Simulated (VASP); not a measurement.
Wanted: the native input for a VASP 6.6.1 run.

```
Task                   : single point
Functional             : PBE
Potentials or basis    : VASP PAW PBE potentials, release 64 (Li_sv, Se)
Cutoff                 : 750 eV
k mesh                 : 8 × 8 × 8
Occupations            : gaussian, width 0.02 eV
Spin                   : no spin polarisation
Dipole correction      : no
Further INCAR settings : ALGO = Normal; EDIFF = 1e-06; NBANDS = 13
```

The structure of Li2Se lies in POSCAR:

```
Li2Se
1.0
    0.0000000000      3.0613874993      3.0613874993
    3.0613874993      0.0000000000      3.0613874993
    3.0613874993      3.0613874993      0.0000000000
Li Se
2 1
Direct
    0.2500000000      0.2500000000      0.2500000000
    0.7500000000      0.7500000000      0.7500000000
    0.0000000000      0.0000000000      0.0000000000
```

This cell differs from its parent crystal: volume scaled by 1.06.

These files were run (other wordings do the same):

INCAR

```
PREC = Accurate
ENCUT = 750
EDIFF = 1E-6
ISMEAR = 0
SIGMA = 0.02
LREAL = False
LASPH = True
NELM = 120
ALGO = Normal
ISIF = 2
LWAVE = False
LCHARG = False
GGA = PE
NBANDS = 13
GGA_COMPAT = False
```

KPOINTS

```
regular mesh
0
Gamma
  8 8 8
```

Potentials or basis: VASP PAW PBE potentials, release 64 (Li_sv, Se).

The run is started by

```console
$ cat potpaw_PBE.64/Li_sv/POTCAR potpaw_PBE.64/Se/POTCAR > POTCAR
$ mpirun -np 1 vasp_std > vasp.out
```

It gave:

```yaml
Pressure: -1.8 GPa
Band_gap_on_the_k_mesh: 3.02 eV, indirect (least direct gap 3.15 eV)
```

It took 60 s on 1 thread of Intel Xeon 8259CL, on a shared host, peak memory 0.25 GiB.
